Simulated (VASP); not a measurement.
A run of VASP 6.6.1:

INCAR

```
PREC = Accurate
ENCUT = 520
EDIFF = 1E-7
ISMEAR = 0
SIGMA = 0.1
LREAL = F
LASPH = T
NELM = 100
ALGO = Normal
ISIF = 2
LWAVE = F
LCHARG = F
LDIPOL = T
IDIPOL = 3
DIPOL = 0.5 0.5 0.496
GGA = PE
NBANDS = 46
```

File KPOINTS:

```
Automatic mesh
0
Gamma
  9 9 1
```

POSCAR

```
SiMo5
1.0
    3.1604413623      0.0000000000      0.0000000000
    0.0000000000      3.1604413623      0.0000000000
    0.0000000000      0.0000000000     25.3208827246
Mo Si
5 1
Direct
    0.5000000000      0.5000000000      0.3356912984
    0.0000000000      0.0000000000      0.3980991023
    0.5000000000      0.5000000000      0.4590991539
    0.0000000000      0.0000000000      0.5233651188
    0.5000000000      0.5000000000      0.5815810414
    0.5000000000      0.5000000000      0.6773896352
```

Potentials or basis: VASP PAW PBE potentials, release 64 (Mo_sv, Si).

Launch:

```sh
$ cat potpaw_PBE.64/Mo_sv/POTCAR potpaw_PBE.64/Si/POTCAR > POTCAR
$ mpirun -np 1 vasp_std > vasp.out
```

Hardware: 1 thread of Intel(R) Xeon(R) Platinum 8488C (Sapphire Rapids), on a shared host.

Task: How long does it take, and how much memory?

Result: Wall time 5.7 min on 1 thread of Intel(R) Xeon(R) Platinum 8488C (Sapphire Rapids), with other jobs on the host, peak memory 0.39 GiB. Counts: scf iterations 39, k points 15.
